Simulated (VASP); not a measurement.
NaH: single point with PBE

Crystal: NaH.

```xyz
16
Lattice="0.0000 5.1938 5.1938 5.1938 0.0000 5.1938 5.1938 5.1938 0.0000" Properties=species:S:1:pos:R:3 pbc="T T T"
Na    0.0519    0.1354   -0.0057
Na    2.7050    2.5863    0.0818
Na    2.4503   -0.1806    2.6671
Na    5.1584    2.6324    2.6722
Na    0.0142    2.5962    2.4940
Na    2.7061    5.2199    2.5350
Na    2.3701    2.6928    5.0756
Na    5.3323    5.0846    5.2672
H     1.2893    1.1372    1.2336
H     3.9602    3.9117    1.2642
H     3.7752    1.3855    3.9275
H     6.5761    3.9785    3.9818
H     1.2150    3.8462    3.7256
H     4.0027    6.5795    3.7929
H     3.7029    3.9202    6.3580
H     6.3485    6.5919    6.6111
```

```yaml
Program: VASP 6.6.1
Task: single point
Functional: PBE
Potentials_or_basis: VASP PAW PBE potentials, release 64 (Na_pv, H)
Cutoff: 520 eV
k_mesh: 2 × 2 × 2
Occupations: fermi-dirac, width 0.069 eV
Spin: no spin polarisation
Dipole_correction: no
Further_INCAR_settings: LREAL = Auto; ALGO = Normal; EDIFF = 1e-06; NBANDS = 46
```

```json
{"Pressure": "0.5 GPa", "Largest force": "0.701 eV/Å", "Band gap on the k mesh": "3.39 eV, indirect (least direct gap 3.47 eV)"}
```

Forces on the atoms (eV/Å):
```
Na  -0.315 -0.312 -0.358
Na   0.044 -0.170 -0.128
Na   0.442  0.430 -0.335
Na  -0.071  0.003  0.064
Na  -0.136 -0.013 -0.123
Na  -0.144  0.121  0.089
Na   0.128 -0.176  0.191
Na  -0.373  0.311  0.079
H    0.212  0.380  0.189
H    0.011  0.080  0.064
H    0.026 -0.107 -0.021
H   -0.222 -0.461  0.225
H    0.046  0.331 -0.023
H   -0.099 -0.193  0.164
H    0.219 -0.054  0.083
H    0.233 -0.170 -0.160
```

Stress tensor (GPa, compression positive):
```
 0.40  0.26 -0.11
 0.26  0.43  0.17
-0.11  0.17  0.56
```

Levels at points of the mesh, in eV from the valence-band top:
```csv
k point,band 30,band 31,band 32,band 33,band 34,band 35
"(0.00, 0.00, 0.00)",-0.26,-0.15,-0.08,3.39,3.51,3.53
"(0.50, 0.00, 0.00)",-0.53,-0.46,-0.36,4.29,4.44,4.59
"(0.00, 0.50, 0.00)",-0.49,-0.42,-0.39,4.32,4.43,4.51
"(0.00, 0.00, 0.50)",-0.53,-0.43,-0.39,4.32,4.45,4.52
"(0.50, 0.50, 0.50)",-0.51,-0.44,-0.41,4.37,4.46,4.52
"(0.50, 0.50, 0.00)",-0.85,-0.07,-0.06,4.58,4.76,4.83
"(0.00, 0.50, 0.50)",-0.87,-0.14,0.00,4.65,4.78,4.85
"(0.50, 0.00, 0.50)",-0.88,-0.12,-0.01,4.65,4.79,4.85
```

Wall time 2.1 min on 1 thread of Intel(R) Xeon(R) 6975P-C (Granite Rapids), with other jobs on the host, peak memory 0.42 GiB.

Caveat: the k points lie up to 0.52 Å⁻¹ apart. A hybrid or GW would open this gap; PBE tends to underestimate it.
